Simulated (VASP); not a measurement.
Runs of VASP 6.6.1 on TeW. The structure is that of space group Fm-3m (No. 225), or close to it. The cells are those of the table. 

```tsv
spin	cell	k mesh	gap on the mesh (eV)	pressure (GPa)	moment (μB)
collinear, ferromagnetic start	a = 4.005 Å, angles 60.0°, 2 atoms	14 × 14 × 14	none	0.0	(a)
collinear, ferromagnetic start	a = 4.002 Å, angles 60.0°, 2 atoms	6 × 6 × 6	none	-0.2	2.18
collinear, ferromagnetic start	a = 3.876 Å, angles 60.0°, 2 atoms	6 × 6 × 6	none	(b)	1.10
off	a = 3.956 Å, angles 60.0°, 2 atoms	14 × 14 × 14	none	0.0	-
```

Alike in all rows: task single point; level PBE; potentials or basis VASP PAW PBE potentials, release 64 (W_sv, Te); cutoff (eV) 520; smearing gaussian 0.1 eV.

Question: Fill in the values left out.

Answer: (a) 2.25; (b) 9.7.

Caveats: spin-orbit coupling is left out, which moves the levels of the heavy elements.

A k mesh can miss the band edges, and the runs leave out spin-orbit coupling on Te, W.

A gap of «none» marks levels without a gap at the run's occupations.
